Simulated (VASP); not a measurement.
MnO2:

```
Mn O
1.0
     2.85658    0.00000    0.00000
    -1.42829    2.47387    0.00000
     0.00000    0.00000    4.60137
Mn O
1 2
Direct
  0.00000 0.00000 0.50000
  0.33333 0.66667 0.70629
  0.66667 0.33333 0.29371
```

- Program: VASP 6.6.1
- Task: relaxation of cell and atoms
- Functional: RPBE
- Dispersion: D4
- Potentials or basis: VASP PAW PBE potentials, release 64 (Mn_pv, O)
- Cutoff: 600 eV
- k mesh: 11 × 11 × 6
- Occupations: fermi-dirac, width 0.05 eV
- Spin: collinear spin, ferromagnetic start
- Starting moments: [4.0, 0.0, 0.0] μB

At the start: pressure 4.3 GPa; volume 10.84 Å³/atom.

**Question.** Where does the relaxation end?

**Answer.** Over 13 steps the energy falls by 6.7 meV/atom and the volume is 10.52 Å³/atom (-2.9 %); space group P-3m1 (No. 164, to 0.05 Å); moment 3.00 μB per cell.

The path:
| step | energy change (eV) | largest force (eV/Å) | pressure (GPa) | volume (Å³) |
| --- | --- | --- | --- | --- |
| 1 | 0.0000 | 0.4581 | 4.35 | 32.52 |
| 2 | 0.0113 | 0.4863 | -6.30 | 33.92 |
| 3 | -0.0123 | 0.0433 | -0.40 | 33.09 |
| 4 | -0.0123 | 0.0513 | -0.31 | 33.08 |
| 5 | -0.0130 | 0.0536 | -0.31 | 33.00 |
| 6 | -0.0152 | 0.0610 | -0.27 | 32.74 |
| 7 | -0.0184 | 0.0765 | -0.14 | 32.23 |
| 8 | -0.0180 | 0.1042 | 0.50 | 31.20 |
| 9 | -0.0194 | 0.0983 | 0.18 | 31.76 |
| 10 | -0.0200 | 0.0260 | -0.59 | 31.68 |
| 11 | -0.0200 | 0.0043 | -0.46 | 31.70 |
| 12 | -0.0202 | 0.0012 | 0.16 | 31.53 |
| 13 | -0.0202 | 0.0019 | 0.00 | 31.57 |

Final structure:
```
Mn O
1.0
     2.87722    0.00000    0.00000
    -1.43861    2.49174    0.00000
     0.00000    0.00000    4.40385
Mn O
1 2
Direct
  0.00000 0.00000 0.50000
  0.33333 0.66667 0.71801
  0.66667 0.33333 0.28199
```

Caveat: the PAW data sets were made with another functional, which shifts forces and pressure a little; a cell with one magnetic atom can't hold antiferromagnetic order, which such compounds often take.
